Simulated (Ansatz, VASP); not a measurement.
## Two plane-wave programs on Mo3C

```
CELL_PARAMETERS angstrom
3.75594 0.00000 0.00000
0.00000 3.75594 0.00000
0.00000 0.00000 3.75594
ATOMIC_POSITIONS crystal
Mo 0.00000 0.50000 0.50000
Mo 0.50000 0.00000 0.50000
Mo 0.50000 0.50000 0.00000
C 0.00000 0.00000 0.00000
```

Alike in both runs: functional PBE; k mesh 6 × 6 × 6; occupations gaussian, width 0.1 eV; no spin polarisation.

Ansatz relaxed the structure, and its values are those at the end. VASP's run is a single point on that final structure, the one shown.

|  | VASP | Ansatz |
| --- | --- | --- |
| version | VASP 6.6.1 | Ansatz 0.2.0 |
| potentials or method | VASP PAW PBE potentials, release 64 (Mo_sv, C), cutoff 520 eV | scalar-relativistic, plane waves, PAW |
| valence electrons in the cell | 46 | 46 |

Ansatz gave:

| Property | Result |
| --- | --- |
| gap on the k mesh at the Fermi level (eV) | none |
| pressure (GPa) | 0.0 |

**Question.** What did VASP give for the same quantities?

**Answer.** gap on the k mesh at the Fermi level (eV): none; pressure (GPa): 0.6.

A gap of «none» marks a metal or a gap that the smearing closes.
